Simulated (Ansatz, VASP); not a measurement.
**C: VASP beside Ansatz**

File INCAR:

```
  PREC = Accurate
  ENCUT = 520
  EDIFF = 1E-6
  ISMEAR = 0
  SIGMA = 0.05
  LREAL = False
  LASPH = True
  NELM = 60
  ALGO = Normal
  ISIF = 2
  LWAVE = False
  LCHARG = False
  NBANDS = 11
```

KPOINTS

```
Automatic mesh
0
Gamma
  12 12 12
```

The input POSCAR:

```
C
1.0
    0.0000000000      1.7631689564      1.6009574124
    1.7631689564      0.0000000000      1.6009574124
    1.7631689564      1.7631689564      0.0000000000
C
2
Direct
    0.5000000000      0.5000000000      0.5000000000
    0.7500000000      0.7500000000      0.7500000000
```

Input for Ansatz:

```yaml
crystal:
  lattice:
    - [0.0, 1.7631689564, 1.6009574124]
    - [1.7631689564, 0.0, 1.6009574124]
    - [1.7631689564, 1.7631689564, 0.0]
  atoms:
    - { symbol: C, position: [0.5, 0.5, 0.5] }
    - { symbol: C, position: [0.75, 0.75, 0.75] }
basis:
  ecutwfc: 520.0
kpoints:
  mp_grid: { grid: [12, 12, 12] }
hamiltonian:
  xc: lda
  pseudopotentials: { kind: paw, azcp: { folder: soft_1 } }
scf:
  occupations: { method: gaussian, width: 0.05 }
output:
  forces: true
  stress: true
  eigenvalues: true
```

Alike in both runs: task single point; functional LDA; k mesh 12 × 12 × 12; occupations gaussian, width 0.05 eV; no spin polarisation.

|  | VASP | Ansatz |
| --- | --- | --- |
| version | VASP 6.6.1 | Ansatz 0.2.0 |
| potentials or method | VASP PAW LDA potentials, release 64 (C), cutoff 520 eV | scalar-relativistic, plane waves, PAW |
| valence electrons in the cell | 8 | 8 |

```csv
,VASP,Ansatz,Ansatz less VASP
gap on the k mesh at the Fermi level (eV),1.87,1.88,+0.014
least direct gap on the mesh (eV),4.23,4.23,-0.003
```

Ansatz warns that its potentials were made for another functional, while VASP's fit it. LDA's correlation is that of Perdew and Zunger in VASP and of Perdew and Wang (1992) in Ansatz.
